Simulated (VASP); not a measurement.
Input of a VASP 6.6.1 run:

File INCAR:

```
PREC = Accurate ; ENCUT = 600
EDIFF = 1E-6 ; ISMEAR = -1
SIGMA = 0.05 ; LREAL = F
LASPH = T ; NELM = 100
ALGO = Normal ; ISIF = 3
LWAVE = F ; LCHARG = F
GGA = CA ; IBRION = 2
NSW = 45 ; EDIFFG = -0.005
```

Contents of KPOINTS:

```
regular mesh
0
Gamma
  14 14 8
```

The input POSCAR:

```
Pb
1.0
    3.4166622464      0.0000000000      0.0000000000
   -1.7083311232      2.9589163015      0.0000000000
    0.0000000000      0.0000000000      5.7041585793
Pb
2
Direct
    0.3333333333      0.6666666667      0.2500000000
    0.6666666667      0.3333333333      0.7500000000
```

Potentials or basis: VASP PAW LDA potentials, release 64 (Pb_d).

Launch:

```bash
$ cat potpaw_LDA.64/Pb_d/POTCAR > POTCAR
$ mpirun -np 1 vasp_std > vasp.out
```

Task: Estimate the relaxed cell.

Result: a = 3.418 Å, b = 3.418 Å, c = 5.708 Å, α = 90.00°, β = 90.00°, γ = 120.00°.

Task: Predict the space group after relaxing (to 0.1 Å).

Result: P6_3/mmc (No. 194).

Final structure:
```yaml
crystal:
  lattice:
    - [3.41848, 0.00000, 0.00000]
    - [-1.70924, 2.96049, 0.00000]
    - [0.00000, 0.00000, 5.70809]
  atoms:
    - { symbol: Pb, position: [0.33333, 0.66667, 0.25000] }
    - { symbol: Pb, position: [0.66667, 0.33333, 0.75000] }
```
